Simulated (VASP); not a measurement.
Here is a VASP 6.6.1 calculation.

Contents of INCAR:

```
SYSTEM = CdI2
PREC = Accurate ; ENCUT = 500
EDIFF = 1E-6 ; ISMEAR = 0
SIGMA = 0.05 ; LREAL = .False.
LASPH = .True. ; NELM = 120
ALGO = Normal ; ISIF = 2
LWAVE = .False. ; LCHARG = .False.
GGA = PS ; NBANDS = 35
GGA_COMPAT = .False.
```

File KPOINTS:

```
regular mesh
0
Gamma
  7 7 2
  0 0 0
```

Contents of POSCAR:

```
CdI2
1.0
   -4.2214347067      0.0000000000      0.0000000000
   -2.1107173534     -3.6558696964      0.0000000000
    0.0000000000      0.0000000000     14.6977823597
Cd I
2 4
Direct
    0.0000000000      1.0000000000      0.2372429734
    0.0000000000      1.0000000000      0.7117289203
    0.3333333333      0.3333333333      0.8276371762
    0.3333333333      0.3333333333      0.3531512294
    0.6666666667      0.6666666667      0.1213347175
    0.6666666667      0.6666666667      0.5958206644
```

Potentials or basis: VASP PAW PBE potentials, release 64 (Cd, I).

Launch:

```bash
$ cat potpaw_PBE.64/Cd/POTCAR potpaw_PBE.64/I/POTCAR > POTCAR
$ mpirun -np 1 vasp_std > vasp.out
```

**Question.** What does it give for the pressure?

**Answer.** 0.1 GPa.

**Question.** Estimate the band gap on the k mesh.

**Answer.** 2.41 eV (least direct gap 2.51 eV).

**Question.** What does it give for the largest force?

**Answer.** 0.040 eV/Å.

Forces in eV/Å, atoms in the order of the input:
```
Cd   0.000  0.000 -0.007
Cd   0.000  0.000  0.007
I    0.000  0.000  0.040
I    0.000  0.000  0.025
I    0.000  0.000 -0.040
I    0.000  0.000 -0.025
```

Caveat: the cell differs from its parent crystal (the distance across one plane changed); the PAW data sets were made with another functional, which shifts forces and pressure a little; spin-orbit coupling is left out, which moves the levels of the heavy elements; this functional lacks dispersion, which binds layers or chains, so the pressure and a relaxed spacing across them are unreliable. A k mesh can miss the band edges.
